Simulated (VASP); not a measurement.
**SiPdRu5: single point with PBE**

SiPdRu5:

```xyz
7
Lattice="0.0000 5.1877 5.1877 5.1877 0.0000 5.1877 5.1877 5.1877 0.0000" Properties=species:S:1:pos:R:3 pbc="T T T"
Si    5.1877    5.1877    5.1877
Ru    3.9512    3.9512    3.9512
Ru    6.4243    6.4243    3.9512
Ru    6.4243    3.9512    6.4243
Ru    3.9512    6.4243    6.4243
Ru    0.0000    0.0000    0.0000
Pd    2.5939    2.5939    2.5939
```

The cell was built from a structure type or drawn by symmetry, and may not be a known phase.

* Program: VASP 6.6.1
* Task: single point
* Functional: PBE
* Potentials or basis: VASP PAW PBE potentials, release 64 (Si, Ru_pv, Pd)
* Cutoff: 500 eV
* k mesh: 4 × 4 × 4
* Occupations: gaussian, width 0.2 eV
* Spin: no spin polarisation

- Pressure: 0.5 GPa
- Largest force: 0.008 eV/Å

Forces on the atoms (eV/Å):
```
Si   0.000  0.000  0.000
Ru  -0.004 -0.004 -0.004
Ru   0.004  0.004 -0.004
Ru   0.004 -0.004  0.004
Ru  -0.004  0.004  0.004
Ru   0.000  0.000  0.000
Pd   0.000  0.000  0.000
```

Levels at points of the mesh, in eV from the Fermi level:
```csv
k point,band 38,band 39,band 40,band 41,band 42,band 43,band 44,band 45,band 46,band 47
"(0.00, 0.00, 0.00)",-0.21,-0.21,-0.02,-0.02,-0.02,0.03,0.03,0.13,0.13,0.13
"(0.50, 0.00, 0.00)",-0.14,-0.14,-0.04,-0.04,-0.04,0.06,0.06,0.07,0.13,0.14
"(0.50, 0.50, 0.00)",-0.28,-0.15,-0.15,-0.09,-0.06,0.07,0.07,0.08,0.11,0.53
```

Run time: 13 min on 1 thread of Intel Xeon 8259CL, on a shared host, peak memory 0.47 GiB.
